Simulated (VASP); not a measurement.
Wanted: the native input for a VASP 6.6.1 run.

```
Task                   : single point
Functional             : PBE
Potentials or basis    : VASP PAW PBE potentials, release 64 (K_sv, Nb_sv, O)
Cutoff                 : 520 eV
k mesh                 : 6 × 6 × 4
Occupations            : gaussian, width 0.1 eV
Spin                   : no spin polarisation
Dipole correction      : no
Further INCAR settings : ALGO = Normal; EDIFF = 1e-06; NBANDS = 25
```

The structure of KNbO2 lies in POSCAR:

```
KNbO2
1.0
    4.6305949500      0.0000000000      0.0000000000
   -2.3152974700      4.0102128600      0.0000000000
    0.0000000000      0.0000000000      3.9729990100
K Nb O
1 1 2
Direct
    0.3333333300      0.6666666700      0.0000000000
    0.0000000000      0.0000000000      0.0000000000
    0.6666666700      0.3333333300      0.0000000000
    0.6666666700      0.3333333300      0.5000000000
```

The input as run:

INCAR

```
SYSTEM = KNbO2
PREC = Accurate
ENCUT = 520
EDIFF = 1E-6
ISMEAR = 0
SIGMA = 0.1
LREAL = .False.
LASPH = .True.
NELM = 80
ALGO = Normal
ISIF = 2
LWAVE = .False.
LCHARG = .False.
GGA = PE
NBANDS = 25
```

KPOINTS

```
regular mesh
0
Gamma
  6 6 4
  0 0 0
```

Potentials or basis: VASP PAW PBE potentials, release 64 (K_sv, Nb_sv, O).

Launch:

```sh
$ cat potpaw_PBE.64/K_sv/POTCAR potpaw_PBE.64/Nb_sv/POTCAR potpaw_PBE.64/O/POTCAR > POTCAR
$ mpirun -np 1 vasp_std > vasp.out
```

It gave:

| Item | Value |
| --- | --- |
| Pressure | -7.9 GPa |
| Band gap on the k mesh | zero (band 17 reaches 3.94 eV, above the bottom of band 18 at 3.42 eV) |

Caveat: the k points lie up to 0.40 Å⁻¹ apart.

Run time: 22 s on 1 thread of Intel(R) Xeon(R) 6975P-C (Granite Rapids), on a shared host, peak memory 0.2 GiB.
